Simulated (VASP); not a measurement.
# Mg (Im-3m) in VASP: notebook

The runs below take Mg through electric field gradients, with LDA.

Program: VASP 6.6.1. These are calculated values, not measurements. Logs are shortened: lines on timing, memory, paths and dates and some standing lists are left out, and cuts for length are marked.

## 1. The cell of the first run

It takes space group Im-3m (No. 229, cubic). The conventional cell has a = 2.992 Å, b = 2.992 Å, c = 2.992 Å, α = 90.00°, β = 90.00°, γ = 90.00°. Mg (site symmetry m-3m) has 14 Mg at 2.59 to 2.99 Å within 3.4 Å.

## 2. Electric field gradients, LDA (volume scaled by 1.04)

INCAR

```
SYSTEM = Mg
  PREC = Accurate
  ENCUT = 520
  EDIFF = 1E-8
  ISMEAR = -1
  SIGMA = 0.03
  LREAL = .False.
  LASPH = .True.
  NELM = 100
  ALGO = Normal
  ISIF = 2
  LWAVE = .False.
  LCHARG = .False.
  GGA = CA
  LEFG = .True.
  NBANDS = 7
```

KPOINTS

```
Automatic mesh
0
Gamma
  19 19 19
  0 0 0
```

POSCAR

```
Mg
1.0
   -1.4959298597      1.4959298597      1.4959298597
    1.4959298597     -1.4959298597      1.4959298597
    1.4959298597      1.4959298597     -1.4959298597
Mg
1
Direct
    0.0000000000      0.0000000000      0.0000000000
```

Potentials or basis: VASP PAW LDA potentials, release 64 (Mg).

The run is started by

```sh
cat potpaw_LDA.64/Mg/POTCAR > POTCAR
mpirun -np 1 vasp_std > vasp.out
```

OUTCAR:

```text
SYSTEM = Mg
   PREC = Accurate
   ENCUT = 520
   EDIFF = 1E-8
   ISMEAR = -1
   LREAL = .False.
   LASPH = .True.
   NELM = 100
   ISIF = 2
   GGA = CA

 ion  position               nearest neighbor table
   1  0.000  0.000  0.000-

  LATTYP: Found a body centered cubic cell.
 ALAT       =     2.9918597194

  Lattice vectors:

 A1 = (  -1.4959298597,   1.4959298597,   1.4959298597)
 A2 = (   1.4959298597,  -1.4959298597,   1.4959298597)
 A3 = (   1.4959298597,   1.4959298597,  -1.4959298597)

Analysis of symmetry for initial positions (statically):
=====================================================================
 Subroutine PRICEL returns:
 Original cell was already a primitive cell.

 Routine SETGRP: Setting up the symmetry group for a
 body centered cubic supercell.

 Subroutine GETGRP returns: Found 48 space group operations
 (whereof 48 operations were pure point group operations)
 out of a pool of 48 trial point group operations.

The static configuration has the point symmetry O_h .

Analysis of symmetry for dynamics (positions and initial velocities):
=====================================================================
 Subroutine PRICEL returns:
 Original cell was already a primitive cell.

 Routine SETGRP: Setting up the symmetry group for a
 body centered cubic supercell.

 Subroutine GETGRP returns: Found 48 space group operations
 (whereof 48 operations were pure point group operations)
 out of a pool of 48 trial point group operations.

The dynamic configuration has the point symmetry O_h .

 Subroutine INISYM returns: Found 48 space group operations
 (whereof 48 operations are pure point group operations),
 and found     1 'primitive' translations

----------------------------------------------------------------------------------------

                                     Primitive cell

  volume of cell :      13.3904

  direct lattice vectors                    reciprocal lattice vectors
    -1.495929860  1.495929860  1.495929860     0.000000000  0.334240270  0.334240270
     1.495929860 -1.495929860  1.495929860     0.334240270  0.000000000  0.334240270
     1.495929860  1.495929860 -1.495929860     0.334240270  0.334240270  0.000000000

  length of vectors
     2.591026522  2.591026522  2.591026522     0.472687123  0.472687123  0.472687123

  position of ions in fractional coordinates (direct lattice)
     0.000000000  0.000000000  0.000000000

  ion indices of the primitive-cell ions
   primitive index   ion index
                 1           1

----------------------------------------------------------------------------------------

 KPOINTS: Automatic mesh

Automatic generation of k-mesh.
 Grid dimensions read from file:
 generate k-points for:   19   19   19

 Generating k-lattice:

  Cartesian coordinates                     Fractional coordinates (reciprocal lattice)
     0.000000000  0.017591593  0.017591593     0.052631579  0.000000000  0.000000000
     0.017591593  0.000000000  0.017591593     0.000000000  0.052631579  0.000000000
     0.017591593  0.017591593  0.000000000     0.000000000  0.000000000  0.052631579

  Length of vectors
     0.024878270  0.024878270  0.024878270

  Shift w.r.t. Gamma in fractional coordinates (k-lattice)
     0.000000000  0.000000000  0.000000000

 Subroutine IBZKPT returns following result:
 ===========================================

 Found    220 irreducible k-points:

 Following reciprocal coordinates:
            Coordinates               Weight
  0.000000  0.000000  0.000000      1.000000
  0.052632  0.000000  0.000000     12.000000
  0.105263  0.000000  0.000000     12.000000
  0.157895  0.000000  0.000000     12.000000
  0.210526  0.000000  0.000000     12.000000
  0.263158  0.000000  0.000000     12.000000
[... 16 lines left out ...]
  0.263158  0.105263  0.000000     48.000000
  0.315789  0.105263  0.000000     48.000000
 [... further k-points ...]
   k-points           NKPTS =    220   k-points in BZ     NKDIM =    220   number of bands    NBANDS=      7
   number of dos      NEDOS =    301   number of ions     NIONS =      1
   total plane-waves  NPLWV =   8000
   dimension x,y,z NGX =    20 NGY =   20 NGZ =   20
   dimension x,y,z NGXF=    40 NGYF=   40 NGZF=   40
   ions per type =               1
   NGX,Y,Z   is equivalent  to a cutoff of  12.83, 12.83, 12.83 a.u.
   NGXF,Y,Z  is equivalent  to a cutoff of  25.66, 25.66, 25.66 a.u.
 SYSTEM =  Mg
   PREC   = accura    normal or accurate (medium, high low for compatibility)
   ISTART =      0    job   : 0-new  1-cont  2-samecut
   ICHARG =      2    charge: 1-file 2-atom 10-const
   ISPIN  =      1    spin polarized calculation?
   LNONCOLLINEAR =      F non collinear calculations
   LSORBIT =      F    spin-orbit coupling
   LASPH  =      T    aspherical Exc in radial PAW
   ENCUT  =  520.0 eV  38.22 Ry    6.18 a.u.   4.82  4.82  4.82*2*pi/ulx,y,z
   NELM   =    100;   NELMIN=  2; NELMDL= -5     # of ELM steps
   EDIFF  = 0.1E-07   stopping-criterion for ELM
   LREAL  =      F    real-space projection
   EDIFFG = 0.1E-06   stopping-criterion for IOM
   NSW    =      0    number of steps for IOM
   IBRION =     -1    ionic relax: 0-MD 1-quasi-New 2-CG
   NFREE  =      0    steps in history (QN), initial steepest desc. (CG)
   ISIF   =      2    stress and relaxation
   ISYM   =      2    0-nonsym 1-usesym 2-fastsym
   POTIM  = 0.5000    time-step for ionic-motion
   TEBEG  =    0.0;   TEEND  =   0.0 temperature during run
   PSTRESS=    0.0 pullay stress
   NELECT =       2.0000    total number of electrons
   NUPDOWN=      -1.0000    fix difference up-down
   EMIN   =  10.00;   EMAX   =-10.00  energy-range for DOS
   EFERMI =   0.00;   METHOD = LEGACY
   ISMEAR =    -1;   SIGMA  =   0.03  broadening in eV -4-tet -1-fermi 0-gaus
   EFERMI_NEDOS =   21; number of points for ismear=-14 and -15
   IALGO  =     38    algorithm
   IMIX   =      4    mixing-type and parameters
     AMIX     =   0.40;   BMIX     =  1.00
     AMIX_MAG =   1.60;   BMIX_MAG =  1.00
  volume/ion in A,a.u.               =      13.39        90.36
  Fermi-wavevector in a.u.,A,eV,Ry     =   0.868601  1.641418 10.265154  0.754467
  Thomas-Fermi vector in A             =   1.987303
   LORBIT       =      0    0 simple, 1 ext, 2 COOP (PROOUT), +10 PAW based schemes
   GGA     = CA    functional components
   LHFCALC =     F    Hartree Fock is set to
   AEXX    =    0.0000 exact exchange contribution
   IVDW    =     0    specifies the selected vdW correction
   LEPSILON=     F    determine dielectric tensor
   LRPA    =     F    only Hartree local field effects (RPA)
 non-spin polarized calculation
  energy-cutoff  :      520.00
  volume of cell :       13.39
 maximum number of plane-waves:       372
   NGX =  9   NGY =  9   NGZ =  9

 number of electron       2.0000000 magnetization

 Free energy of the ion-electron system (eV)
  ---------------------------------------------------
  ext. energy  EPLUGINS =         0.00000000
  ---------------------------------------------------
  free energy    TOTEN  =        -0.97320748 eV

  energy without entropy =       -0.97225136  energy(sigma->0) =       -0.97272942

 E-fermi :   6.1061     XC(G=0): -10.6055

 val. band max:        6.0752280829   @ k =   0.3684   0.1579   0.1053
 cond. band min:       6.1102030359   @ k =   0.3684   0.1053   0.1053
 fundamental gap:      0.0349749529
 Fermi energy:         6.1061212820

 k-point     1 :       0.0000    0.0000    0.0000
  band No.  band energies     occupation
      1      -3.5443      2.00000
      2      22.9856      0.00000
      3      22.9856      0.00000
      4      22.9856      0.00000
      5      25.7871      0.00000
      6      25.7871      0.00000
      7      27.6718      0.00000

 k-point     2 :       0.0526    0.0000    0.0000
  band No.  band energies     occupation
      1      -3.4505      2.00000
      2      22.1295      0.00000
      3      22.4836      0.00000
      4      22.8595      0.00000
      5      24.8797      0.00000
      6      25.1610      0.00000
      7      28.3094      0.00000

 k-point     3 :       0.1053    0.0000    0.0000
  band No.  band energies     occupation
      1      -3.1699      2.00000
      2      19.9853      0.00000
      3      21.4508      0.00000
      4      22.5353      0.00000
      5      24.1557      0.00000
      6      24.5289      0.00000
      7      29.1161      0.00000

 k-point     4 :       0.1579    0.0000    0.0000
  band No.  band energies     occupation
      1      -2.7055      2.00000
      2      17.5830      0.00000
      3      20.3532      0.00000
      4      22.1182      0.00000
      5      23.2085      0.00000
      6      24.4280      0.00000
      7      29.4139      0.00000

 k-point     5 :       0.2105    0.0000    0.0000
  band No.  band energies     occupation
      1      -2.0620      2.00000
      2      15.2305      0.00000
      3      19.3460      0.00000
      4      21.6919      0.00000
      5      22.3862      0.00000
      6      24.2744      0.00000
      7      29.5595      0.00000

 k-point     6 :       0.2632    0.0000    0.0000
  band No.  band energies     occupation
      1      -1.2459      2.00000
      2      12.9900      0.00000
      3      18.4805      0.00000
      4      21.3050      0.00000
      5      21.7032      0.00000
      6      24.0028      0.00000
      7      30.0245      0.00000

 k-point     7 :       0.3158    0.0000    0.0000
  band No.  band energies     occupation
      1      -0.2652      2.00000
      2      10.8785      0.00000
      3      17.7767      0.00000
      4      20.9821      0.00000
      5      21.1612      0.00000
      6      23.6568      0.00000
      7      30.6656      0.00000
[... 121 lines left out ...]
 k-point    20 :       0.1053    0.1053    0.0000
  band No.  band energies     occupation
      1      -2.4288      2.00000
      2      17.2181      0.00000
      3      18.3519      0.00000
      4      21.7298      0.00000
      5      23.4695      0.00000
      6      25.4408      0.00000
      7      29.2440      0.00000

 k-point    21 :       0.1579    0.1053    0.0000
  band No.  band energies     occupation
      1      -1.7886      2.00000
      2      15.2052      0.00000
      3      17.1562      0.00000
      4      21.1700      0.00000
      5      23.1834      0.00000
      6      25.6045      0.00000
      7      28.9031      0.00000

 k-point    22 :       0.2105    0.1053    0.0000
  band No.  band energies     occupation
      1      -0.9767      2.00000
      2      13.0855      0.00000
      3      16.2833      0.00000
      4      20.6416      0.00000
      5      22.7819      0.00000
      6      25.7305      0.00000
      7      28.6723      0.00000

 k-point    23 :       0.2632    0.1053    0.0000
  band No.  band energies     occupation
      1      -0.0012      2.00000
      2      11.0347      0.00000
      3      15.6060      0.00000
      4      20.1850      0.00000
      5      22.3667      0.00000
      6      25.7683      0.00000
      7      28.7686      0.00000

 k-point    24 :       0.3158    0.1053    0.0000
  band No.  band energies     occupation
      1       1.1266      2.00000
      2       9.0967      0.00000
      3      15.1020      0.00000
      4      19.8232      0.00000
      5      22.0171      0.00000
      6      25.6871      0.00000
      7      29.1832      0.00000

 [... further k-points ...]
[... 5 lines left out ...]
  --------------------------------------------------------------------------------------
  -------------------------------------------------------------------------------------
  Total        3.9923042      3.9923042      3.9923042     -0.0000000      0.0000000     -0.0000000
  in kB      477.6838116    477.6838116    477.6838116     -0.0000000      0.0000000     -0.0000000
  external PRESSURE =     477.6838116 kB  Pullay stress =       0.0000000 kB

 VOLUME and BASIS-vectors are now :
 -----------------------------------------------------------------------------
  energy-cutoff  :      520.00
  volume of cell :       13.39
      direct lattice vectors                 reciprocal lattice vectors
    -1.495929860  1.495929860  1.495929860     0.000000000  0.334240270  0.334240270
     1.495929860 -1.495929860  1.495929860     0.334240270  0.000000000  0.334240270
     1.495929860  1.495929860 -1.495929860     0.334240270  0.334240270  0.000000000

 POSITION                                       TOTAL-FORCE (eV/Angst)
 -----------------------------------------------------------------------------------
      0.00000      0.00000      0.00000        -0.000000     -0.000000     -0.000000
 -----------------------------------------------------------------------------------
    total drift:                                0.000000      0.000000     -0.000000

  FREE ENERGIE OF THE ION-ELECTRON SYSTEM (eV)
  ---------------------------------------------------
  free  energy   TOTEN  =        -0.9732074756 eV

  energy  without entropy=       -0.9722513645  energy(sigma->0) =       -0.97272942

 Electric field gradients (V/A^2)
---------------------------------------------------------------------
 ion       V_xx      V_yy      V_zz      V_xy      V_xz      V_yz
---------------------------------------------------------------------
   1      -0.000     0.000     0.000    -0.000    -0.000    -0.000
---------------------------------------------------------------------

 Electric field gradients after diagonalization (V/A^2)
 (convention: |V_zz| > |V_xx| > |V_yy|)
----------------------------------------------------------------------
 ion       V_xx      V_yy      V_zz     asymmetry (V_yy - V_xx)/ V_zz
----------------------------------------------------------------------
   1       0.000     0.000    -0.000       0.000
----------------------------------------------------------------------

           NMR quadrupolar parameters

 Cq : quadrupolar parameter    Cq=e*Q*V_zz/h
 eta: asymmetry parameters     (V_yy - V_xx)/ V_zz
 Q  : nuclear electric quadrupole moment in mb (millibarn)
----------------------------------------------------------------------
 ion       Cq(MHz)       eta       Q (mb)
----------------------------------------------------------------------
   1      -0.000       0.000       1.000
----------------------------------------------------------------------
```

Run time: 13 s. Hardware: 1 thread of Intel Xeon Platinum 8559C (Emerald Rapids), shared host; peak memory 0.13 GiB.

What came out:

```
Free energy            : -0.9732 eV
Pressure               : 47.8 GPa
Band gap on the k mesh : zero (band 1 reaches 9.42 eV, above the bottom of band 2 at 5.18 eV)
```

Levels at points of the mesh, in eV from the Fermi level:
```
           k point  band 1  band 2  band 3  band 4  band 5
(0.00, 0.00, 0.00)   -9.65   16.88   16.88   16.88   19.68
```

Caveat: without QUAD_EFG the Cq values of the log hold for a quadrupole moment of 1 mb, not for the nuclei.

[end of part 1 of 2]
